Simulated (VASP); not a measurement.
# BeSe (r.b) (F-43m) in VASP: a series of runs, part 2 of 2

VASP 6.6.1. The steps go on from the part before.

**3. Relaxation of cell and atoms, PBE+D4**

This run uses another cell than the first one, of 16.97 Å³/atom, 1.010 times its volume.

The input, INCAR:

```
SYSTEM = BeSe
PREC = Accurate
ENCUT = 600
EDIFF = 1E-7
ISMEAR = 0
SIGMA = 0.02
LREAL = .FALSE.
LASPH = .TRUE.
NELM = 120
ALGO = Normal
ISIF = 3
LWAVE = .FALSE.
LCHARG = .FALSE.
GGA = PE
IVDW = 13
IBRION = 2
NSW = 100
EDIFFG = -0.002
GGA_COMPAT = .FALSE.
NELMIN = 4
```

The input, KPOINTS:

```
Automatic mesh
0
G
  8 8 8
  0 0 0
```

The input, POSCAR:

```
BeSe
1.0
    0.0000000000      2.5700000000      2.5700000000
    2.5700000000      0.0000000000      2.5700000000
    2.5700000000      2.5700000000      0.0000000000
Be Se
1 1
Direct
    0.0000000000      0.0000000000      0.0000000000
    0.2500000000      0.2500000000      0.2500000000
```

Potentials or basis: VASP PAW PBE potentials, release 64 (Be, Se).

Started as:

```bash
$ cat potpaw_PBE.64/Be/POTCAR potpaw_PBE.64/Se/POTCAR > POTCAR
$ mpirun -np 1 vasp_std > vasp.out
```

OUTCAR:

```text
SYSTEM = BeSe
   PREC = Accurate
   ENCUT = 600
   EDIFF = 1E-7
   ISMEAR = 0
   LREAL = .FALSE.
   LASPH = .TRUE.
   NELM = 120
   ISIF = 3
   GGA = PE
   IVDW = 13
   IBRION = 2
   NSW = 100
   EDIFFG = -0.002
   NELMIN = 4

 ion  position               nearest neighbor table
   1  0.000  0.000  0.000-   2 2.23   2 2.23   2 2.23   2 2.23
   2  0.250  0.250  0.250-   1 2.23   1 2.23   1 2.23   1 2.23

  LATTYP: Found a face centered cubic cell.
 ALAT       =     5.1400000000

  Lattice vectors:

 A1 = (   0.0000000000,   2.5700000000,   2.5700000000)
 A2 = (   2.5700000000,   0.0000000000,   2.5700000000)
 A3 = (   2.5700000000,   2.5700000000,   0.0000000000)

Analysis of symmetry for initial positions (statically):
=====================================================================
 Subroutine PRICEL returns:
 Original cell was already a primitive cell.

 Routine SETGRP: Setting up the symmetry group for a
 face centered cubic supercell.

 Subroutine GETGRP returns: Found 24 space group operations
 (whereof 24 operations were pure point group operations)
 out of a pool of 48 trial point group operations.

The static configuration has the point symmetry T_d .

Analysis of symmetry for dynamics (positions and initial velocities):
=====================================================================
 Subroutine PRICEL returns:
 Original cell was already a primitive cell.

 Routine SETGRP: Setting up the symmetry group for a
 face centered cubic supercell.

 Subroutine GETGRP returns: Found 24 space group operations
 (whereof 24 operations were pure point group operations)
 out of a pool of 48 trial point group operations.

The dynamic configuration has the point symmetry T_d .

 Subroutine INISYM returns: Found 24 space group operations
 (whereof 24 operations are pure point group operations),
 and found     1 'primitive' translations

----------------------------------------------------------------------------------------

                                     Primitive cell

  volume of cell :      33.9492

  direct lattice vectors                    reciprocal lattice vectors
     0.000000000  2.570000000  2.570000000    -0.194552529  0.194552529  0.194552529
     2.570000000  0.000000000  2.570000000     0.194552529 -0.194552529  0.194552529
     2.570000000  2.570000000  0.000000000     0.194552529  0.194552529 -0.194552529

  length of vectors
     3.634528855  3.634528855  3.634528855     0.336974865  0.336974865  0.336974865

  position of ions in fractional coordinates (direct lattice)
     0.000000000  0.000000000  0.000000000
     0.250000000  0.250000000  0.250000000

  ion indices of the primitive-cell ions
   primitive index   ion index
                 1           1
                 2           2

----------------------------------------------------------------------------------------

 KPOINTS: Automatic mesh

Automatic generation of k-mesh.
 Grid dimensions read from file:
 generate k-points for:    8    8    8

 Generating k-lattice:

  Cartesian coordinates                     Fractional coordinates (reciprocal lattice)
    -0.024319066  0.024319066  0.024319066     0.125000000  0.000000000  0.000000000
     0.024319066 -0.024319066  0.024319066     0.000000000  0.125000000  0.000000000
     0.024319066  0.024319066 -0.024319066     0.000000000  0.000000000  0.125000000

  Length of vectors
     0.042121858  0.042121858  0.042121858

  Shift w.r.t. Gamma in fractional coordinates (k-lattice)
     0.000000000  0.000000000  0.000000000

 Subroutine IBZKPT returns following result:
 ===========================================

 Found     29 irreducible k-points:

 Following reciprocal coordinates:
            Coordinates               Weight
  0.000000  0.000000  0.000000      1.000000
  0.125000  0.000000  0.000000      8.000000
  0.250000  0.000000  0.000000      8.000000
  0.375000  0.000000  0.000000      8.000000
  0.500000  0.000000  0.000000      4.000000
  0.125000  0.125000  0.000000      6.000000
[... 16 lines left out ...]
  0.500000  0.250000  0.125000     48.000000
 -0.375000  0.250000  0.125000     24.000000
 [... further k-points ...]
   k-points           NKPTS =     29   k-points in BZ     NKDIM =     29   number of bands    NBANDS=      8
   number of dos      NEDOS =    301   number of ions     NIONS =      2
   total plane-waves  NPLWV =  27000
   dimension x,y,z NGX =    30 NGY =   30 NGZ =   30
   dimension x,y,z NGXF=    60 NGYF=   60 NGZF=   60
   ions per type =               1   1
   NGX,Y,Z   is equivalent  to a cutoff of  13.72, 13.72, 13.72 a.u.
   NGXF,Y,Z  is equivalent  to a cutoff of  27.44, 27.44, 27.44 a.u.
 SYSTEM =  BeSe
   PREC   = accura    normal or accurate (medium, high low for compatibility)
   ISTART =      0    job   : 0-new  1-cont  2-samecut
   ICHARG =      2    charge: 1-file 2-atom 10-const
   ISPIN  =      1    spin polarized calculation?
   LNONCOLLINEAR =      F non collinear calculations
   LSORBIT =      F    spin-orbit coupling
   LASPH  =      T    aspherical Exc in radial PAW
   ENCUT  =  600.0 eV  44.10 Ry    6.64 a.u.   7.26  7.26  7.26*2*pi/ulx,y,z
   NELM   =    120;   NELMIN=  4; NELMDL= -5     # of ELM steps
   EDIFF  = 0.1E-06   stopping-criterion for ELM
   LREAL  =      F    real-space projection
   EDIFFG = -.2E-02   stopping-criterion for IOM
   NSW    =    100    number of steps for IOM
   IBRION =      2    ionic relax: 0-MD 1-quasi-New 2-CG
   NFREE  =      1    steps in history (QN), initial steepest desc. (CG)
   ISIF   =      3    stress and relaxation
   ISYM   =      2    0-nonsym 1-usesym 2-fastsym
   POTIM  = 0.5000    time-step for ionic-motion
   TEBEG  =    0.0;   TEEND  =   0.0 temperature during run
   PSTRESS=    0.0 pullay stress
   NELECT =       8.0000    total number of electrons
   NUPDOWN=      -1.0000    fix difference up-down
   EMIN   =  10.00;   EMAX   =-10.00  energy-range for DOS
   EFERMI =   0.00;   METHOD = LEGACY
   ISMEAR =     0;   SIGMA  =   0.02  broadening in eV -4-tet -1-fermi 0-gaus
   EFERMI_NEDOS =   21; number of points for ismear=-14 and -15
   IALGO  =     38    algorithm
   IMIX   =      4    mixing-type and parameters
     AMIX     =   0.40;   BMIX     =  1.00
     AMIX_MAG =   1.60;   BMIX_MAG =  1.00
  volume/ion in A,a.u.               =      16.97       114.55
  Fermi-wavevector in a.u.,A,eV,Ry     =   1.011180  1.910853 13.911747  1.022485
  Thomas-Fermi vector in A             =   2.144214
   LORBIT       =      0    0 simple, 1 ext, 2 COOP (PROOUT), +10 PAW based schemes
   GGA     = PE    functional components
   LHFCALC =     F    Hartree Fock is set to
   AEXX    =    0.0000 exact exchange contribution
   IVDW    =    13    specifies the selected vdW correction
   LEPSILON=     F    determine dielectric tensor
   LRPA    =     F    only Hartree local field effects (RPA)
 conjugate gradient relaxation of ions
 non-spin polarized calculation
 Gauss-broadening in eV      SIGMA  =   0.02
  energy-cutoff  :      600.00
  volume of cell :       33.95
 maximum number of plane-waves:      1158
 NGX is ok and might be reduce to    30
   NGX = 15   NGY = 15   NGZ = 15

--------------------------------------- Ionic step        1  -------------------------------------------

 number of electron       8.0000000 magnetization

 Free energy of the ion-electron system (eV)
  ---------------------------------------------------
  ext. energy  EPLUGINS =         0.00000000
  ---------------------------------------------------
  free energy    TOTEN  =        -8.85433195 eV

  energy without entropy =       -8.85433195  energy(sigma->0) =       -8.85433195

------------------------ aborting loop because EDIFF is reached ----------------------------------------

  DFT-D4 for vdW energy calculation

  Edisp (eV):   -0.55321
[... 71 lines left out ...]
--------------------------------------- Ionic step        3  -------------------------------------------

 number of electron       8.0000000 magnetization

 Free energy of the ion-electron system (eV)
  ---------------------------------------------------
  ext. energy  EPLUGINS =         0.00000000
  ---------------------------------------------------
  free energy    TOTEN  =        -8.85092427 eV

  energy without entropy =       -8.85092427  energy(sigma->0) =       -8.85092427

 E-fermi :   3.5539     XC(G=0):  -9.4699

 val. band max:        3.4512207670   @ k =   0.0000   0.0000   0.0000
 cond. band min:       6.0515370996   @ k =   0.5000   0.5000   0.0000
 fundamental gap:      2.6003163326
 Fermi energy:         3.5539181739

 k-point     1 :       0.0000    0.0000    0.0000
  band No.  band energies     occupation
      1     -10.4112      2.00000
      2       3.4512      2.00000
      3       3.4512      2.00000
      4       3.4512      2.00000
      5       7.8888      0.00000
      6       8.4586      0.00000
      7       8.4586      0.00000
      8       8.4586      0.00000
[... 243 lines left out ...]
 k-point    24 :      -0.3750    0.2500    0.1250
  band No.  band energies     occupation
      1      -8.8066      2.00000
      2      -1.8194      2.00000
      3       0.5615      2.00000
      4       1.5557      2.00000
      5       8.9391      0.00000
      6       9.1883      0.00000
      7      11.8220      0.00000
      8      13.1705      0.00000

 [... further k-points ...]

------------------------ aborting loop because EDIFF is reached ----------------------------------------

  DFT-D4 for vdW energy calculation

  Edisp (eV):   -0.55706
[... 25 lines left out ...]
  FREE ENERGIE OF THE ION-ELECTRON SYSTEM (eV)
  ---------------------------------------------------
  free  energy   TOTEN  =        -9.4079846360 eV

  energy  without entropy=       -9.4079846360  energy(sigma->0) =       -9.40798464

 reached required accuracy - stopping structural energy minimisation
```

It took 15 s on 1 thread of Intel Xeon 6975P-C (Granite Rapids), shared host; peak memory 0.17 GiB.

Results:

- Free energy: -9.4080 eV
- Relaxed volume: 16.85 Å³/atom
- Relaxed cell: a = 3.626 Å, b = 3.626 Å, c = 3.626 Å, α = 60.00°, β = 60.00°, γ = 60.00°
- Space group after relaxing (to 0.05 Å): F-43m (No. 216)
- Energy gained by relaxing: 0.2 meV/atom
- Ionic steps: 3
- Pressure after relaxing: 0.0 GPa
- Band gap on the k mesh: 2.60 eV, indirect (least direct gap 4.44 eV)
- Dispersion energy per atom: -0.279 eV

The path:
```csv
step,energy change (eV),largest force (eV/Å),pressure (GPa),volume (Å³)
1,0.0000,0.0000,-0.57,33.95
2,-0.0004,0.0000,0.13,33.65
3,-0.0004,0.0000,0.00,33.70
```

Final structure:
```
Be Se
1.0
     0.00000    2.56378    2.56378
     2.56378    0.00000    2.56378
     2.56378    2.56378    0.00000
Be Se
1 1
Direct
  0.00000 0.00000 0.00000
  0.25000 0.25000 0.25000
```

Levels at points of the mesh, in eV from the valence-band top:
```
           k point  band 2  band 3  band 4  band 5  band 6  band 7
(0.00, 0.00, 0.00)    0.00    0.00    0.00    4.44    5.01    5.01
(0.50, 0.00, 0.00)   -5.77   -1.09   -1.09    4.37    5.97    5.97
(0.50, 0.50, 0.00)   -5.13   -2.69   -2.69    2.60    4.20   11.79
```

A k mesh can miss the band edges.
